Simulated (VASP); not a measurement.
Write the native input for VASP 6.6.1 that does the following.

| Property | Result |
| --- | --- |
| Task | single point |
| Functional | revPBE |
| Potentials or basis | VASP PAW PBE potentials, release 64 (Ni) |
| Cutoff | 520 eV |
| k mesh | 25 × 25 × 25 |
| Occupations | fermi-dirac, width 0.05 eV |
| Spin | collinear spin, ferromagnetic start |
| Starting moments | [0.704] μB |
| Dipole correction | no |
| Further INCAR settings | ALGO = Normal; EDIFF = 1e-06; NBANDS = 15 |

The structure of Ni lies in POSCAR:

```
Ni
1.0
    0.0000000000      1.7718334194      1.7718334194
    1.7718334194      0.0000000000      1.7718334194
    1.7718334194      1.7718334194      0.0000000000
Ni
1
Direct
    0.0000000000      0.0000000000      0.0000000000
```

One way to write it, as run:

INCAR

```
  PREC = Accurate
  ENCUT = 520
  EDIFF = 1E-6
  ISMEAR = -1
  SIGMA = 0.05
  LREAL = F
  LASPH = T
  NELM = 150
  ALGO = Normal
  ISIF = 2
  LWAVE = F
  LCHARG = F
  ISPIN = 2
  MAGMOM = 0.704
  LORBIT = 11
  LMAXMIX = 4
  GGA = RE
  NBANDS = 15
```

KPOINTS

```
regular mesh
0
Gamma
  25 25 25
```

Potentials or basis: VASP PAW PBE potentials, release 64 (Ni).

Command:

```sh
$ cat potpaw_PBE.64/Ni/POTCAR > POTCAR
$ mpirun -np 1 vasp_std > vasp.out
```

Results of the run:

```json
{
  "Pressure": "0.1 GPa",
  "Net moment": "0.63 μB per cell",
  "Site moments": "Ni +0.64 μB",
  "Valence electrons inside the program's atomic spheres": "Ni 9.27"
}
```

Caveat: the PAW data sets were made with another functional, which shifts forces and pressure a little.

It took 3.6 min on 1 thread of AMD EPYC 7R13, on a shared host, peak memory 0.19 GiB.
